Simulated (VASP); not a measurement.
Hf5C3: single point with PBE

Crystal: Hf5C3.

```xyz
8
Lattice="5.2906 0.0000 0.0000 -2.6453 4.5818 0.0000 0.0000 0.0000 6.6916" Properties=species:S:1:pos:R:3 pbc="T T T"
Hf    0.0000    3.0545    4.7155
Hf    0.0000    3.0545    1.9760
Hf    3.9700    0.7624    0.0000
Hf    2.6453    3.0569    0.0000
Hf    1.3206    0.7624    0.0000
C     2.6453    1.5273    4.0155
C     2.6453    1.5273    2.6760
C     0.0000    3.0545    0.0000
```

The cell was built from a structure type or drawn by symmetry, and may not be a known phase.

```yaml
Program: VASP 6.6.1
Task: single point
Functional: PBE
Potentials_or_basis: VASP PAW PBE potentials, release 64 (Hf_pv, C)
Cutoff: 520 eV
k_mesh: 4 × 4 × 3
Occupations: gaussian, width 0.2 eV
Spin: no spin polarisation
Dipole_correction: no
Further_INCAR_settings: ALGO = Normal; EDIFF = 1e-07; NBANDS = 41
```

* Pressure: -0.3 GPa
* Largest force: 0.035 eV/Å
* Band gap on the k mesh: zero (bands 31 and 32 overlap by 0.83 eV)

Forces on the atoms (eV/Å):
```
Hf   0.000  0.000 -0.035
Hf   0.000  0.000  0.035
Hf   0.014 -0.008  0.000
Hf   0.000  0.017  0.000
Hf  -0.014 -0.008  0.000
C    0.000  0.000  0.021
C    0.000  0.000 -0.021
C    0.000  0.000  0.000
```

Stress tensor (GPa, compression positive):
```
-0.60  0.00  0.00
 0.00 -0.60  0.00
 0.00  0.00  0.25
```

Levels at points of the mesh, in eV from the Fermi level:
```csv
k point,band 29,band 30,band 31,band 32,band 33,band 34
"(0.00, 0.00, 0.00)",-1.42,-1.42,-0.77,-0.60,0.34,0.34
"(0.50, 0.00, 0.00)",-0.57,-0.01,0.24,0.26,0.33,0.75
```

Run time: 35 s on 1 thread of Intel(R) Xeon(R) 6975P-C (Granite Rapids), on a shared host, peak memory 0.27 GiB.

Caveat: spin-orbit coupling is left out, which moves the levels of the heavy elements.
